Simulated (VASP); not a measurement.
**W: single point with PBE**

The system is W.

```
W
1.0
    -1.59730    1.59730    1.63723
     1.59730   -1.59730    1.63723
     1.59730    1.59730   -1.63723
W
1
Direct
  0.00000 0.00000 0.00000
```

This cell differs from its parent crystal: strain +0.000 along x and y, +0.025 along z.

- Program: VASP 6.6.1
- Task: single point
- Functional: PBE
- Potentials or basis: VASP PAW PBE potentials, release 64 (W_sv)
- Cutoff: 520 eV
- k mesh: 20 × 20 × 20
- Occupations: gaussian, width 0.15 eV
- Spin: no spin polarisation
- Dipole correction: no
- Further INCAR settings: ALGO = Fast; EDIFF = 1e-07; NBANDS = 13

| Quantity | Value |
| --- | --- |
| Pressure | -9.4 GPa |
| Band gap on the k mesh | zero (bands 7 and 8 overlap by 5.70 eV) |

Stress tensor (GPa, compression positive):
```
 -6.94   0.00   0.00
  0.00  -6.94   0.00
  0.00   0.00 -14.40
```

Levels at points of the mesh, in eV from the Fermi level:
| k point | band 4 | band 5 | band 6 | band 7 | band 8 | band 9 | band 10 | band 11 |
| --- | --- | --- | --- | --- | --- | --- | --- | --- |
| (0.00, 0.00, 0.00) | -37.92 | -9.37 | -1.27 | -1.27 | -0.97 | 1.90 | 2.30 | 14.07 |
| (0.50, 0.00, 0.00) | -37.92 | -5.98 | -3.24 | 0.42 | 1.79 | 2.86 | 5.63 | 10.16 |
| (0.50, 0.50, 0.00) | -37.94 | -5.96 | -3.56 | 0.61 | 2.24 | 3.02 | 5.70 | 10.34 |
| (0.50, 0.50, 0.50) | -38.66 | -5.49 | -5.42 | 4.70 | 4.80 | 4.80 | 7.37 | 8.03 |

It took 3.3 min on 1 thread of Intel Xeon 8259CL, with other jobs on the host, peak memory 0.25 GiB.

Caveat: the cell differs from its parent crystal (strain +0.000 along x and y, +0.025 along z); the cell stands under tension; spin-orbit coupling is left out, which moves the levels of the heavy elements.
